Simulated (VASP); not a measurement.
# PbS (I4/mmm) in VASP: a series of runs

Runs on PbS. Level: r2SCAN. Tasks: single point.

All numbers are computed with VASP 6.6.1; they aren't measurements. Logs are shortened: lines on timing, memory, paths and dates and some standing lists are left out, and cuts for length are marked.

## (1) The cell of the first run

Symmetry: I4/mmm, No. 139, tetragonal system. Conventional cell: a = 4.025 Å, b = 4.025 Å, c = 5.930 Å, α = 90.00°, β = 90.00°, γ = 90.00°. Within 3.8 Å of Pb (site symmetry 4/mmm) lie 6 S at 2.85 to 2.96 Å. Within 3.8 Å of S (site symmetry 4/mmm) lie 6 Pb at 2.85 to 2.96 Å.

## (2) Single point, r2SCAN (strain -0.0400 x Voigt [1, 1, 0, 0, 0, 0])

Input file POSCAR:

```
PbS
1.0
    0.0000000000      2.8464000000      2.9650000000
    2.8464000000      0.0000000000      2.9650000000
    2.8464000000      2.8464000000      0.0000000000
Pb S
1 1
Direct
    0.0000000000      0.0000000000      0.0000000000
    0.5000000000      0.5000000000      0.5000000000
```

Input file INCAR.step1:

```
SYSTEM = PbS
PREC = Accurate
ENCUT = 520
ISMEAR = 0
SIGMA = 0.05
LREAL = .False.
LASPH = .True.
NELM = 100
NBANDS = 17
GGA = PE
ALGO = Normal
EDIFF = 1E-4
LWAVE = .True.
LCHARG = .False.
```

Input file INCAR.step2:

```
SYSTEM = PbS
PREC = Accurate
ENCUT = 520
EDIFF = 1E-6
ISMEAR = 0
SIGMA = 0.05
LREAL = .False.
LASPH = .True.
NELM = 100
ALGO = Normal
ISIF = 2
LWAVE = .False.
LCHARG = .False.
METAGGA = R2SCAN
LMIXTAU = .True.
NBANDS = 17
ISTART = 1
```

Input file KPOINTS:

```
regular mesh
0
Gamma
  8 8 8
  0 0 0
```

Potentials or basis: VASP PAW PBE potentials, release 64 (Pb_d, S).

On the command line:

```
cat potpaw_PBE.64/Pb_d/POTCAR potpaw_PBE.64/S/POTCAR > POTCAR
cp INCAR.step1 INCAR
mpirun -np 1 vasp_std > vasp.out
cp INCAR.step2 INCAR
mpirun -np 1 vasp_std > vasp.out
```

OUTCAR:

```text
SYSTEM = PbS
   PREC = Accurate
   ENCUT = 520
   EDIFF = 1E-6
   ISMEAR = 0
   LREAL = .False.
   LASPH = .True.
   NELM = 100
   ISIF = 2
   METAGGA = R2SCAN
   ISTART = 1

 ion  position               nearest neighbor table
   1  0.000  0.000  0.000-   2 2.85   2 2.85   2 2.85   2 2.85   2 2.96   2 2.96
   2  0.500  0.500  0.500-   1 2.85   1 2.85   1 2.85   1 2.85   1 2.96   1 2.96

  LATTYP: Found a body centered tetragonal cell.
 ALAT       =     4.0254174839
 C/A-ratio  =     1.4731391275

  Lattice vectors:

 A1 = (  -2.8464000000,   0.0000000000,   2.9650000000)
 A2 = (   2.8464000000,   0.0000000000,   2.9650000000)
 A3 = (   0.0000000000,   2.8464000000,  -2.9650000000)

Analysis of symmetry for initial positions (statically):
=====================================================================
 Subroutine PRICEL returns:
 Original cell was already a primitive cell.

 Routine SETGRP: Setting up the symmetry group for a
 body centered tetragonal supercell.

 Subroutine GETGRP returns: Found 16 space group operations
 (whereof 16 operations were pure point group operations)
 out of a pool of 16 trial point group operations.

The static configuration has the point symmetry D_4h.

Analysis of symmetry for dynamics (positions and initial velocities):
=====================================================================
 Subroutine PRICEL returns:
 Original cell was already a primitive cell.

 Routine SETGRP: Setting up the symmetry group for a
 body centered tetragonal supercell.

 Subroutine GETGRP returns: Found 16 space group operations
 (whereof 16 operations were pure point group operations)
 out of a pool of 16 trial point group operations.

The dynamic configuration has the point symmetry D_4h.

 Subroutine INISYM returns: Found 16 space group operations
 (whereof 16 operations are pure point group operations),
 and found     1 'primitive' translations

----------------------------------------------------------------------------------------

                                     Primitive cell

  volume of cell :      48.0448

  direct lattice vectors                    reciprocal lattice vectors
     0.000000000  2.846400000  2.965000000    -0.175660483  0.175660483  0.168634064
     2.846400000  0.000000000  2.965000000     0.175660483 -0.175660483  0.168634064
     2.846400000  2.846400000  0.000000000     0.175660483  0.175660483 -0.168634064

  length of vectors
     4.110136003  4.110136003  4.025417484     0.300250992  0.300250992  0.300250992

  position of ions in fractional coordinates (direct lattice)
     0.000000000  0.000000000  0.000000000
     0.500000000  0.500000000  0.500000000

  ion indices of the primitive-cell ions
   primitive index   ion index
                 1           1
                 2           2

----------------------------------------------------------------------------------------

 KPOINTS: regular mesh

Automatic generation of k-mesh.
 Grid dimensions read from file:
 generate k-points for:    8    8    8

 Generating k-lattice:

  Cartesian coordinates                     Fractional coordinates (reciprocal lattice)
    -0.021957560  0.021957560  0.021079258     0.125000000  0.000000000  0.000000000
     0.021957560 -0.021957560  0.021079258     0.000000000  0.125000000  0.000000000
     0.021957560  0.021957560 -0.021079258     0.000000000  0.000000000  0.125000000

  Length of vectors
     0.037531374  0.037531374  0.037531374

  Shift w.r.t. Gamma in fractional coordinates (k-lattice)
     0.000000000  0.000000000  0.000000000

 Subroutine IBZKPT returns following result:
 ===========================================

 Found     59 irreducible k-points:

 Following reciprocal coordinates:
            Coordinates               Weight
  0.000000  0.000000  0.000000      1.000000
  0.125000 -0.000000  0.000000      8.000000
  0.250000 -0.000000  0.000000      8.000000
  0.375000 -0.000000  0.000000      8.000000
  0.500000 -0.000000  0.000000      4.000000
  0.125000  0.125000  0.000000      2.000000
[... 16 lines left out ...]
  0.250000 -0.000000  0.125000     16.000000
  0.375000 -0.000000  0.125000     16.000000
 [... further k-points ...]
   k-points           NKPTS =     59   k-points in BZ     NKDIM =     59   number of bands    NBANDS=     17
   number of dos      NEDOS =    301   number of ions     NIONS =      2
   total plane-waves  NPLWV =  30720
   dimension x,y,z NGX =    32 NGY =   32 NGZ =   30
   dimension x,y,z NGXF=    64 NGYF=   64 NGZF=   60
   ions per type =               1   1
   NGX,Y,Z   is equivalent  to a cutoff of  12.94, 12.94, 12.39 a.u.
   NGXF,Y,Z  is equivalent  to a cutoff of  25.89, 25.89, 24.78 a.u.
 SYSTEM =  PbS
   PREC   = accura    normal or accurate (medium, high low for compatibility)
   ISTART =      1    job   : 0-new  1-cont  2-samecut
   ICHARG =      0    charge: 1-file 2-atom 10-const
   ISPIN  =      1    spin polarized calculation?
   LNONCOLLINEAR =      F non collinear calculations
   LSORBIT =      F    spin-orbit coupling
   LASPH  =      T    aspherical Exc in radial PAW
   ENCUT  =  520.0 eV  38.22 Ry    6.18 a.u.   7.64  7.64  7.48*2*pi/ulx,y,z
   NELM   =    100;   NELMIN=  2; NELMDL=  0     # of ELM steps
   EDIFF  = 0.1E-05   stopping-criterion for ELM
   LREAL  =      F    real-space projection
   EDIFFG = 0.1E-04   stopping-criterion for IOM
   NSW    =      0    number of steps for IOM
   IBRION =     -1    ionic relax: 0-MD 1-quasi-New 2-CG
   NFREE  =      0    steps in history (QN), initial steepest desc. (CG)
   ISIF   =      2    stress and relaxation
   ISYM   =      2    0-nonsym 1-usesym 2-fastsym
   POTIM  = 0.5000    time-step for ionic-motion
   TEBEG  =    0.0;   TEEND  =   0.0 temperature during run
   PSTRESS=    0.0 pullay stress
   NELECT =      20.0000    total number of electrons
   NUPDOWN=      -1.0000    fix difference up-down
   EMIN   =  10.00;   EMAX   =-10.00  energy-range for DOS
   EFERMI =   0.00;   METHOD = LEGACY
   ISMEAR =     0;   SIGMA  =   0.05  broadening in eV -4-tet -1-fermi 0-gaus
   EFERMI_NEDOS =   21; number of points for ismear=-14 and -15
   IALGO  =     38    algorithm
   IMIX   =      4    mixing-type and parameters
     AMIX     =   0.40;   BMIX     =  1.00
     AMIX_MAG =   1.60;   BMIX_MAG =  1.00
  volume/ion in A,a.u.               =      24.02       162.11
  Fermi-wavevector in a.u.,A,eV,Ry     =   1.222370  2.309944 20.329664  1.494188
  Thomas-Fermi vector in A             =   2.357519
   LORBIT       =      0    0 simple, 1 ext, 2 COOP (PROOUT), +10 PAW based schemes
   METAGGA = R2SCAN    functional components
   LHFCALC =     F    Hartree Fock is set to
   AEXX    =    0.0000 exact exchange contribution
   IVDW    =     0    specifies the selected vdW correction
   LEPSILON=     F    determine dielectric tensor
   LRPA    =     F    only Hartree local field effects (RPA)
 non-spin polarized calculation
 Gauss-broadening in eV      SIGMA  =   0.05
  energy-cutoff  :      520.00
  volume of cell :       48.04
 maximum number of plane-waves:      1319
   NGX = 15   NGY = 15   NGZ = 15

 number of electron      20.0000000 magnetization

 Free energy of the ion-electron system (eV)
  ---------------------------------------------------
  ext. energy  EPLUGINS =         0.00000000
  ---------------------------------------------------
  free energy    TOTEN  =       -65.46665502 eV

  energy without entropy =      -65.46664776  energy(sigma->0) =      -65.46665139

 E-fermi :   7.1361     XC(G=0): -10.6781

 val. band max:        7.0347924076   @ k =   0.5000  -0.0000   0.0000
 cond. band min:       7.2374377948   @ k =   0.5000  -0.0000   0.0000
 fundamental gap:      0.2026453872
 Fermi energy:         7.1361150918

 k-point     1 :       0.0000    0.0000    0.0000
  band No.  band energies     occupation
      1     -10.7708      2.00000
      2     -10.7639      2.00000
      3     -10.7639      2.00000
      4     -10.7593      2.00000
      5     -10.7385      2.00000
      6      -8.1862      2.00000
[... 9 lines left out ...]
     16      13.8506      0.00000
     17      15.6936      0.00000

 k-point     2 :       0.1250   -0.0000    0.0000
  band No.  band energies     occupation
      1     -10.7750      2.00000
      2     -10.7628      2.00000
      3     -10.7599      2.00000
      4     -10.7509      2.00000
      5     -10.7425      2.00000
      6      -8.0323      2.00000
[... 9 lines left out ...]
     16      14.2519      0.00000
     17      16.8751      0.00000

 k-point     3 :       0.2500   -0.0000    0.0000
  band No.  band energies     occupation
      1     -10.7885      2.00000
      2     -10.7710      2.00000
      3     -10.7622      2.00000
      4     -10.7314      2.00000
      5     -10.7257      2.00000
      6      -7.6012      2.00000
[... 9 lines left out ...]
     16      15.1020      0.00000
     17      19.0571      0.00000

 k-point     4 :       0.3750   -0.0000    0.0000
  band No.  band energies     occupation
      1     -10.8025      2.00000
      2     -10.7891      2.00000
      3     -10.7626      2.00000
      4     -10.7129      2.00000
      5     -10.7000      2.00000
      6      -7.0322      2.00000
[... 9 lines left out ...]
     16      16.4611      0.00000
     17      19.5644      0.00000
[... 343 lines left out ...]
      1     -10.7695      2.00000
      2     -10.7690      2.00000
      3     -10.7540      2.00000
      4     -10.7526      2.00000
      5     -10.7454      2.00000
      6      -7.9708      2.00000
[... 9 lines left out ...]
     16      15.1810      0.00000
     17      16.0107      0.00000

 k-point    23 :       0.2500   -0.0000    0.1250
  band No.  band energies     occupation
      1     -10.7928      2.00000
      2     -10.7709      2.00000
      3     -10.7641      2.00000
      4     -10.7389      2.00000
      5     -10.7225      2.00000
      6      -7.6119      2.00000
[... 9 lines left out ...]
     16      15.9489      0.00000
     17      17.5167      0.00000

 k-point    24 :       0.3750   -0.0000    0.1250
  band No.  band energies     occupation
      1     -10.8192      2.00000
      2     -10.7798      2.00000
      3     -10.7653      2.00000
      4     -10.7253      2.00000
      5     -10.6977      2.00000
      6      -7.0600      2.00000
[... 9 lines left out ...]
     16      17.0603      0.00000
     17      19.2018      0.00000

 [... further k-points ...]
[... 5 lines left out ...]
  --------------------------------------------------------------------------------------
  -------------------------------------------------------------------------------------
  Total        3.0939272      3.0939272      0.8644198      0.0000000      0.0000000      0.0000000
  in kB      103.1749135    103.1749135     28.8262893      0.0000000      0.0000000      0.0000000
  external PRESSURE =      78.3920387 kB  Pullay stress =       0.0000000 kB

 VOLUME and BASIS-vectors are now :
 -----------------------------------------------------------------------------
  energy-cutoff  :      520.00
  volume of cell :       48.04
      direct lattice vectors                 reciprocal lattice vectors
     0.000000000  2.846400000  2.965000000    -0.175660483  0.175660483  0.168634064
     2.846400000  0.000000000  2.965000000     0.175660483 -0.175660483  0.168634064
     2.846400000  2.846400000  0.000000000     0.175660483  0.175660483 -0.168634064

 POSITION                                       TOTAL-FORCE (eV/Angst)
 -----------------------------------------------------------------------------------
      0.00000      0.00000      0.00000        -0.000000     -0.000000     -0.000000
      2.84640      2.84640      2.96500         0.000000      0.000000      0.000000
 -----------------------------------------------------------------------------------
    total drift:                                0.000000     -0.000000     -0.000000

  FREE ENERGIE OF THE ION-ELECTRON SYSTEM (eV)
  ---------------------------------------------------
  free  energy   TOTEN  =       -65.4666550186 eV

  energy  without entropy=      -65.4666477612  energy(sigma->0) =      -65.46665139
```

It took 2.1 min on 1 thread of Intel Xeon 6975P-C, shared host; peak memory 0.21 GiB.

Results:

* Free energy: -65.4667 eV
* Pressure: 7.8 GPa
* Band gap on the k mesh: 0.20 eV, direct

Caveat: the cell differs from its parent crystal (strain -0.0400 x Voigt [1, 1, 0, 0, 0, 0]); the PAW data sets were made with another functional, which shifts forces and pressure a little; spin-orbit coupling is left out, which moves the levels of the heavy elements. A k mesh can miss the band edges.

[end of part 1 of 2]
